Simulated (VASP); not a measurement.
A run of VASP 6.6.1 is set up as follows.

The input INCAR:

```
ALGO = Normal ; EDIFF = 1E-6
ENCUT = 520 ; GGA = PS
ISIF = 2 ; ISMEAR = -1
LASPH = T ; LCHARG = F
LREAL = F ; LWAVE = F
NBANDS = 14 ; NELM = 60
PREC = Accurate ; SIGMA = 0.03
```

The input KPOINTS:

```
k-points
0
Gamma
  6 6 4
```

Contents of POSCAR:

```
MgBH5
1.0
    2.7420377145      0.0000000000      0.0000000000
    0.0000000000      2.7420377145      0.0000000000
    0.0000000000      0.0000000000      5.4140603158
Mg B H
1 1 5
Direct
    0.5000000000      0.5000000000      0.0000000000
    0.0000000000      0.0000000000      0.5000000000
    0.0000000000      0.5000000000      0.3383033594
    0.0000000000      0.5000000000      0.6616966406
    0.5000000000      0.0000000000      0.3383033594
    0.5000000000      0.0000000000      0.6616966406
    0.0000000000      0.0000000000      0.0000000000
```

Potentials or basis: VASP PAW PBE potentials, release 64 (Mg, B, H).

Command:

```bash
$ cat potpaw_PBE.64/Mg/POTCAR potpaw_PBE.64/B/POTCAR potpaw_PBE.64/H/POTCAR > POTCAR
$ mpirun -np 1 vasp_std > vasp.out
```

What does it give for the band gap on the k mesh?

Zero (bands 5 and 6 overlap by 4.91 eV).

What does it give for the largest force?

0.003 eV/Å.

Predict the pressure.

-0.2 GPa.

Stress tensor (GPa, compression positive):
```
-0.15  0.00  0.00
 0.00 -0.15  0.00
 0.00  0.00 -0.31
```

Caveat: the k points lie up to 0.38 Å⁻¹ apart, too coarse for converged energies and pressures of a metal; the PAW data sets were made with another functional, which shifts forces and pressure a little.
